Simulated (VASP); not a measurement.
Wanted: the native input for a VASP 6.6.1 run.

```yaml
Task: single point
Functional: PBE
Potentials_or_basis: VASP PAW PBE potentials, release 64 (Zn, S)
Cutoff: 520 eV
k_mesh: 12 × 12 × 6
Occupations: gaussian, width 0.05 eV
Spin: no spin polarisation
Dipole_correction: no
Further_INCAR_settings: ALGO = Normal; EDIFF = 1e-07; NBANDS = 26
```

The structure of ZnS lies in POSCAR:

```
ZnS
1.0
    3.8109987816      0.0000000000      0.0000000000
   -1.9054993908      3.3004217586      0.0000000000
    0.0000000000      0.0000000000      6.2340000000
Zn S
2 2
Direct
    0.3825330342      0.6666666667      0.0000000000
    0.7158663675      0.3333333333      0.5000000000
    0.3333333333      0.6666666667      0.3850000000
    0.6666666667      0.3333333333      0.8850000000
```

This cell differs from its parent crystal: all Zn atoms moved +0.188 Å, as atom 1 along Cartesian [1 0 0].

One way to write it, as run:

INCAR

```
  PREC = Accurate
  ENCUT = 520
  EDIFF = 1E-7
  ISMEAR = 0
  SIGMA = 0.05
  LREAL = F
  LASPH = T
  NELM = 80
  ALGO = Normal
  ISIF = 2
  LWAVE = F
  LCHARG = F
  GGA = PE
  NBANDS = 26
```

KPOINTS

```
Automatic mesh
0
Gamma
  12 12 6
```

Potentials or basis: VASP PAW PBE potentials, release 64 (Zn, S).

Run with:

```sh
$ cat potpaw_PBE.64/Zn/POTCAR potpaw_PBE.64/S/POTCAR > POTCAR
$ mpirun -np 1 vasp_std > vasp.out
```

Results of the run:

- Pressure: 3.9 GPa
- Largest force: 1.531 eV/Å
- Band gap on the k mesh: 2.20 eV

Caveat: the cell differs from its parent crystal (all Zn atoms moved +0.188 Å, as atom 1 along Cartesian [1 0 0]); the cell stands under pressure; forces of over 1 eV/Å act on the atoms, so gaps and moduli don't describe the material at rest.

It took 11 min on 1 thread of Oxide Virtual Turin-like Processor, with other jobs on the host, peak memory 0.46 GiB.
